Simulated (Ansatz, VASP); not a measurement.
# Pt in VASP and in Ansatz

```
Pt
1.0
     4.75134   -1.89836    0.01917
     4.75134    1.89836    0.01917
    -0.01733    0.00000    2.72475
Pt
3
Direct
  0.84628 0.84628 0.99912
  0.50000 0.50000 0.50000
  0.15372 0.15372 0.00088
```

Alike in both runs: functional PBE; k mesh 14 × 14 × 16; occupations gaussian, width 0.1 eV; no spin polarisation.

Ansatz relaxed the structure, and its values are those at the end. VASP's run is a single point on that final structure, the one shown.

|  | VASP | Ansatz |
| --- | --- | --- |
| version | VASP 6.6.1 | Ansatz 0.2.0 |
| potentials or method | VASP PAW PBE potentials, release 64 (Pt), cutoff 520 eV | scalar-relativistic, plane waves, PAW |
| valence electrons in the cell | 30 | 54 |

Ansatz gave:

* gap on the k mesh at the Fermi level (eV): none
* pressure (GPa): 0.0

Question: Estimate VASP's values.

Answer: gap on the k mesh at the Fermi level (eV): none; pressure (GPa): -0.5.

A gap of «none» marks a metal or a gap that the smearing closes. With one functional, cell and mesh, what is left measures potentials, basis and numerics. VASP's potentials hold 30 valence electrons a cell and Ansatz's 54, so a difference there can come from the potentials and not from the codes.

Spin-orbit coupling is off throughout.
